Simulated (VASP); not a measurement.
Write the native input for VASP 6.6.1 that does the following.

| Item | Value |
| --- | --- |
| Task | single point |
| Functional | PBE |
| Potentials or basis | VASP PAW PBE potentials, release 64 (Ti_sv) |
| Cutoff | 520 eV |
| k mesh | 14 × 14 × 14 |
| Occupations | fermi-dirac, width 0.136057 eV |
| Spin | no spin polarisation |
| Dipole correction | no |
| Further INCAR settings | ALGO = Normal; EDIFF = 1e-06; NBANDS = 12 |

The structure of Ti lies in POSCAR:

```
Ti
1.0
   -1.6306274323      1.6306274323      1.6306274323
    1.6306274323     -1.6306274323      1.6306274323
    1.6306274323      1.6306274323     -1.6306274323
Ti
1
Direct
    0.0000000000      0.0000000000      0.0000000000
```

The input as run:

INCAR

```
SYSTEM = Ti
ALGO = Normal
EDIFF = 1E-6
ENCUT = 520
GGA = PE
ISIF = 2
ISMEAR = -1
LASPH = .True.
LCHARG = .True.
LELF = .True.
LREAL = .False.
LVHAR = .True.
LWAVE = .False.
NBANDS = 12
NELM = 80
PREC = Accurate
SIGMA = 0.13605693000000002
```

KPOINTS

```
k-points
0
Gamma
  14 14 14
  0 0 0
```

Potentials or basis: VASP PAW PBE potentials, release 64 (Ti_sv).

The run is started by

```sh
$ cat potpaw_PBE.64/Ti_sv/POTCAR > POTCAR
$ mpirun -np 1 vasp_std > vasp.out
```

Results of the run:

```yaml
Pressure: 0.0 GPa
Band_gap_on_the_k_mesh: zero (band 6 reaches 9.09 eV, above the bottom of band 7 at 7.44 eV)
```

Run time: 15 s on 1 thread of Intel(R) Xeon(R) Platinum 8375C CPU @ 2.90GHz (Ice Lake) (shared host), peak memory 0.15 GiB.
